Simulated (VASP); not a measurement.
WS, 4 atoms in the cell. It takes space group P6_3/mmc (No. 194, hexagonal). The conventional cell has a = 3.119 Å, b = 3.119 Å, c = 6.685 Å, α = 90.00°, β = 90.00°, γ = 120.00°. Within 3.2 Å of W (site symmetry -3m) lie 6 S at 2.46 Å and 6 W at 3.12 Å. S (site symmetry -6m2) has 6 W at 2.46 Å and 6 S at 3.12 Å within 3.2 Å. 

```yaml
Program: VASP 6.6.1
Task: single point
Functional: PBEsol
Potentials_or_basis: VASP PAW PBE potentials, release 64 (W_sv, S)
Cutoff: 520 eV
k_mesh: 18 × 18 × 8
Occupations: gaussian, width 0.1 eV
Spin: no spin polarisation
Dipole_correction: no
Further_INCAR_settings: ALGO = Normal; EDIFF = 1e-06; NBANDS = 28
```

Potentials or basis: VASP PAW PBE potentials, release 64 (W_sv, S).

Command:

```console
$ cat potpaw_PBE.64/W_sv/POTCAR potpaw_PBE.64/S/POTCAR > POTCAR
$ mpirun -np 1 vasp_std > vasp.out
```

Hardware: 1 thread of Intel Xeon 8259CL, on a shared host.

Problem. How long does it take, and how much memory?

Solution. Wall time 4.2 min on 1 thread of Intel Xeon 8259CL, with other jobs on the host, peak memory 0.35 GiB. Counts: scf iterations 12, k points 185.
